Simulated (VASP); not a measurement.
# CoSi2 (Immm) in VASP: a series of runs, part 2 of 3

VASP 6.6.1.

### 3 Single point, PBE (strain +0.0450 x Voigt [0, 0, 0, 1, 0, 0])

The input, INCAR:

```
SYSTEM = CoSi2
  PREC = Accurate
  ENCUT = 520
  EDIFF = 1E-6
  ISMEAR = 0
  SIGMA = 0.15
  LREAL = .False.
  LASPH = .True.
  NELM = 100
  ALGO = Normal
  ISIF = 2
  LWAVE = .False.
  LCHARG = .True.
  GGA = PE
  LELF = .True.
  LVHAR = .True.
  NBANDS = 16
```

The input, KPOINTS:

```
regular mesh
0
Gamma
  16 16 16
  0 0 0
```

The input, POSCAR:

```
CoSi2
1.0
    0.0000000000      2.7402376866      2.7402376866
    2.6799390578      0.0602986288      2.6799390578
    2.6799390578      2.6799390578      0.0602986288
Co Si
1 2
Direct
    0.0000000000      0.0000000000      0.0000000000
    0.2500000000      0.2500000000      0.2500000000
    0.7500000000      0.7500000000      0.7500000000
```

Potentials or basis: VASP PAW PBE potentials, release 64 (Co, Si).

On the command line:

```bash
> cat potpaw_PBE.64/Co/POTCAR potpaw_PBE.64/Si/POTCAR > POTCAR
> mpirun -np 1 vasp_std > vasp.out
```

OUTCAR:

```text
SYSTEM = CoSi2
   PREC = Accurate
   ENCUT = 520
   EDIFF = 1E-6
   ISMEAR = 0
   LREAL = .False.
   LASPH = .True.
   NELM = 100
   ISIF = 2
   GGA = PE

 ion  position               nearest neighbor table
   1  0.000  0.000  0.000-   3 2.29   3 2.29   2 2.29   2 2.29   3 2.36   2 2.36   3 2.36   2 2.36

   2  0.250  0.250  0.250-   1 2.29   1 2.29   1 2.36   1 2.36   3 2.68   3 2.68   3 2.68   3 2.68
                             3 2.68   3 2.68
   3  0.750  0.750  0.750-   1 2.29   1 2.29   1 2.36   1 2.36   2 2.68   2 2.68   2 2.68   2 2.68
                             2 2.68   2 2.68

  LATTYP: Found a body centered orthorhombic cell.
 ALAT       =     3.7047310232
 B/A-ratio  =     1.0460358056
 C/A-ratio  =     1.4467657927

  Lattice vectors:

 A1 = (  -2.6799390578,   2.6799390578,   0.0602986288)
 A2 = (  -2.6799390578,  -2.6799390578,  -0.0602986288)
 A3 = (   2.6799390578,   0.0602986288,   2.6799390578)

Analysis of symmetry for initial positions (statically):
=====================================================================
 Subroutine PRICEL returns:
 Original cell was already a primitive cell.

 Routine SETGRP: Setting up the symmetry group for a
 body centered orthorhombic supercell.

 Subroutine GETGRP returns: Found  8 space group operations
 (whereof  8 operations were pure point group operations)
 out of a pool of  8 trial point group operations.

The static configuration has the point symmetry D_2h.

Analysis of symmetry for dynamics (positions and initial velocities):
=====================================================================
 Subroutine PRICEL returns:
 Original cell was already a primitive cell.

 Routine SETGRP: Setting up the symmetry group for a
 body centered orthorhombic supercell.

 Subroutine GETGRP returns: Found  8 space group operations
 (whereof  8 operations were pure point group operations)
 out of a pool of  8 trial point group operations.

The dynamic configuration has the point symmetry D_2h.

[... 122 lines left out ...]
  Fermi-wavevector in a.u.,A,eV,Ry     =   1.246894  2.356288 21.153584  1.554745
  Thomas-Fermi vector in A             =   2.381051
   LORBIT       =      0    0 simple, 1 ext, 2 COOP (PROOUT), +10 PAW based schemes
   GGA     = PE    functional components
   LHFCALC =     F    Hartree Fock is set to
   AEXX    =    0.0000 exact exchange contribution
   IVDW    =     0    specifies the selected vdW correction
   LEPSILON=     F    determine dielectric tensor
   LRPA    =     F    only Hartree local field effects (RPA)
 non-spin polarized calculation
 Gauss-broadening in eV      SIGMA  =   0.15
  energy-cutoff  :      520.00
  volume of cell :       38.48
 maximum number of plane-waves:      1059
 NGX is ok and might be reduce to    30
   NGX = 15   NGY = 15   NGZ = 15

 number of electron      17.0000001 magnetization

 Free energy of the ion-electron system (eV)
  ---------------------------------------------------
  ext. energy  EPLUGINS =         0.00000000
  ---------------------------------------------------
  free energy    TOTEN  =       -19.26372119 eV

  energy without entropy =      -19.25172971  energy(sigma->0) =      -19.25772545

 E-fermi :  10.0584     XC(G=0): -11.7390

 val. band max:       10.0568599641   @ k =  -0.0625   0.3125   0.1875
 cond. band min:      10.0594693034   @ k =   0.3750   0.0625  -0.0000
 fundamental gap:      0.0026093393
 Fermi energy:        10.0583881148

 k-point     1 :       0.0000    0.0000    0.0000
  band No.  band energies     occupation
      1      -3.0406      2.00000
      2       5.9140      2.00000
      3       5.9904      2.00000
      4       6.0829      2.00000
      5       8.1663      2.00000
      6       8.1733      2.00000
[... 433 lines left out ...]
      3       6.0359      2.00000
      4       6.1923      2.00000
      5       7.9835      2.00000
      6       8.1670      2.00000
[... 8 lines left out ...]
     15      15.9863      0.00000
     16      16.5381      0.00000

 [... further k-points ...]

------------------------ aborting loop because EDIFF is reached ----------------------------------------

  FORCE on cell =-STRESS in cart. coord.  units (eV):
  Direction    XX          YY          ZZ          XY          YZ          ZX
  --------------------------------------------------------------------------------------
  -------------------------------------------------------------------------------------
  Total        0.0668343      0.0228634      0.0228634      0.0000000     -1.6100375      0.0000000
  in kB        2.7830771      0.9520668      0.9520668      0.0000000    -67.0442803      0.0000000
  external PRESSURE =       1.5624035 kB  Pullay stress =       0.0000000 kB

 VOLUME and BASIS-vectors are now :
 -----------------------------------------------------------------------------
  energy-cutoff  :      520.00
  volume of cell :       38.48
      direct lattice vectors                 reciprocal lattice vectors
     0.000000000  2.740237687  2.740237687    -0.186571407  0.182465923  0.182465923
     2.679939058  0.060298629  2.679939058     0.186571407 -0.190865889  0.190865889
     2.679939058  2.679939058  0.060298629     0.186571407  0.190865889 -0.190865889

 POSITION                                       TOTAL-FORCE (eV/Angst)
 -----------------------------------------------------------------------------------
      0.00000      0.00000      0.00000         0.000000     -0.000000      0.000000
      1.33997      1.37012      1.37012        -0.408502     -0.000000     -0.000000
      4.01991      4.11036      4.11036         0.408502      0.000000      0.000000
 -----------------------------------------------------------------------------------
    total drift:                                0.000000     -0.000000     -0.000000

  FREE ENERGIE OF THE ION-ELECTRON SYSTEM (eV)
  ---------------------------------------------------
  free  energy   TOTEN  =       -19.2637211914 eV

  energy  without entropy=      -19.2517297131  energy(sigma->0) =      -19.25772545
```

OSZICAR:

```text
N       E                     dE             d eps       ncg     rms          rms(c)
DAV:   1     0.604747017333E+02    0.60475E+02   -0.67680E+03 19960   0.101E+03
DAV:   2    -0.174980105514E+02   -0.77973E+02   -0.69465E+02 22080   0.202E+02
DAV:   3    -0.206266422512E+02   -0.31286E+01   -0.30718E+01 26144   0.447E+01
DAV:   4    -0.206800047748E+02   -0.53363E-01   -0.53324E-01 23656   0.561E+00
DAV:   5    -0.206816634684E+02   -0.16587E-02   -0.16586E-02 26504   0.102E+00    0.143E+01
DAV:   6    -0.244044552586E+02   -0.37228E+01   -0.24702E+01 21040   0.103E+02    0.179E+01
DAV:   7    -0.192908733311E+02    0.51136E+01   -0.11161E+01 25032   0.809E+01    0.318E+00
DAV:   8    -0.192969307083E+02   -0.60574E-02   -0.76309E-01 24184   0.584E+00    0.195E+00
DAV:   9    -0.192638069150E+02    0.33124E-01   -0.92403E-02 23576   0.566E+00    0.497E-01
DAV:  10    -0.192639680784E+02   -0.16116E-03   -0.74331E-03 27744   0.141E+00    0.165E-01
DAV:  11    -0.192636909720E+02    0.27711E-03   -0.10799E-03 25704   0.622E-01    0.349E-02
DAV:  12    -0.192637223007E+02   -0.31329E-04   -0.96648E-05 23160   0.680E-02    0.171E-02
DAV:  13    -0.192637208105E+02    0.14902E-05   -0.80110E-06 26648   0.430E-02    0.799E-03
DAV:  14    -0.192637211914E+02   -0.38087E-06   -0.86322E-07 14952   0.989E-03
   1 F= -.19263721E+02 E0= -.19257725E+02  d E =-.119915E-01
```

Run time: 11 min. Hardware: 1 thread of Intel Xeon 8259CL, shared host; peak memory 0.47 GiB.

Results:

| Item | Value |
| --- | --- |
| Free energy | -19.2637 eV |
| Pressure | 0.2 GPa |
| Largest force | 0.409 eV/Å |
| Band gap on the k mesh | zero (an odd number of electrons rules out a gap without spin polarisation) |

Forces in eV/Å, atoms in the order of the input:
```
Co   0.000  0.000  0.000
Si  -0.409  0.000  0.000
Si   0.409  0.000  0.000
```

Caveat: the cell differs from its parent crystal (strain +0.0450 x Voigt [0, 0, 0, 1, 0, 0]); the run has no spin polarisation, though such a crystal can be magnetic.

### 4 Single point, PBE (strain -0.0300 x Voigt [0, 0, 0, 1, 0, 0])

The input, INCAR:

```
SYSTEM = CoSi2
PREC = Accurate
ENCUT = 520
EDIFF = 1E-7
ISMEAR = 0
SIGMA = 0.15
LREAL = .FALSE.
LASPH = .TRUE.
NELM = 100
ALGO = Normal
ISIF = 2
LWAVE = .FALSE.
LCHARG = .FALSE.
GGA = PE
NBANDS = 16
```

The input, KPOINTS:

```
Automatic mesh
0
G
  16 16 16
  0 0 0
```

The input, POSCAR:

```
CoSi2
1.0
    0.0000000000      2.6397399719      2.6397399719
    2.6799390578     -0.0401990859      2.6799390578
    2.6799390578      2.6799390578     -0.0401990859
Co Si
1 2
Direct
    0.0000000000      0.0000000000      0.0000000000
    0.2500000000      0.2500000000      0.2500000000
    0.7500000000      0.7500000000      0.7500000000
```

On the command line:

```bash
> cat potpaw_PBE.64/Co/POTCAR potpaw_PBE.64/Si/POTCAR > POTCAR
> mpirun -np 1 vasp_std > vasp.out
```

It took 8.5 min on 1 thread of Intel Xeon 8259CL, shared host; peak memory 0.47 GiB.

Results (log left out):

```yaml
Free_energy: -19.2839 eV
Pressure: 0.0 GPa
Largest_force: 0.270 eV/Å
Band_gap_on_the_k_mesh: zero (an odd number of electrons rules out a gap without spin polarisation)
```

Forces in eV/Å, atoms in the order of the input:
```
Co   0.000  0.000  0.000
Si   0.270  0.000  0.000
Si  -0.270  0.000  0.000
```

Stress tensor (GPa, compression positive):
```
 0.06  0.00  0.00
 0.00 -0.01  4.49
 0.00  4.49 -0.01
```

Levels at points of the mesh, in eV from the Fermi level:
| k point | band 6 | band 7 | band 8 | band 9 | band 10 | band 11 | band 12 | band 13 |
| --- | --- | --- | --- | --- | --- | --- | --- | --- |
| (0.00, 0.00, 0.00) | -1.89 | 0.71 | 3.26 | 3.27 | 3.40 | 3.51 | 3.56 | 3.67 |
| (0.50, 0.00, 0.00) | -1.61 | -1.60 | -0.61 | -0.51 | 2.58 | 3.32 | 3.34 | 4.30 |
| (0.00, 0.50, 0.00) | -1.62 | -1.61 | -0.42 | -0.30 | 2.84 | 3.47 | 3.50 | 4.43 |
| (0.50, 0.50, 0.00) | -1.94 | -1.94 | -1.89 | -1.32 | 1.58 | 2.94 | 8.54 | 9.54 |
| (0.00, 0.50, 0.50) | -2.01 | -1.89 | -1.87 | -1.32 | 1.55 | 2.97 | 8.58 | 9.57 |

Caveat: the cell differs from its parent crystal (strain -0.0300 x Voigt [0, 0, 0, 1, 0, 0]); the run has no spin polarisation, though such a crystal can be magnetic. Spin polarisation is off, so any magnetic state and its effect on volume and gap are missing.

[end of part 2 of 3]
